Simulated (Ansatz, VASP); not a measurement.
Two plane-wave programs on CdGa2O3

```
Cd Ga O
1.0
     2.98486    1.72331    2.75356
    -2.98486    1.72331    2.75356
     0.00000   -3.44662    2.75356
Cd Ga O
1 2 3
Direct
  0.00000 0.00000 0.00000
  0.67989 0.67989 0.67989
  0.32011 0.32011 0.32011
  0.00000 0.50000 0.00000
  0.50000 0.00000 0.00000
  0.00000 0.00000 0.50000
```

Change from the starting cell: species swapped into the Sc2AlCo3 type (R-3m, No. 166).

Alike in both runs: functional PBE; k mesh 12 × 12 × 12; occupations gaussian, width 0.1 eV; no spin polarisation.

Ansatz relaxed the structure, and its values are those at the end. VASP's run is a single point on that final structure, the one shown.

|  | VASP | Ansatz |
| --- | --- | --- |
| version | VASP 6.6.1 | Ansatz 0.2.0 |
| potentials or method | VASP PAW PBE potentials, release 64 (Cd, Ga_d, O), cutoff 520 eV | scalar-relativistic, plane waves, PAW |
| valence electrons in the cell | 56 | 64 |

```tsv
	VASP	Ansatz	Ansatz less VASP
gap on the k mesh at the Fermi level (eV)	none	none	-
pressure (GPa)	1.0	0.0	-1.05
rms of the force components (eV/Å)	0.028	0.002	-0.0258
```

A gap of «none» marks a metal or a gap that the smearing closes. VASP's potentials hold 56 valence electrons a cell and Ansatz's 64, so a difference there can come from the potentials and not from the codes.
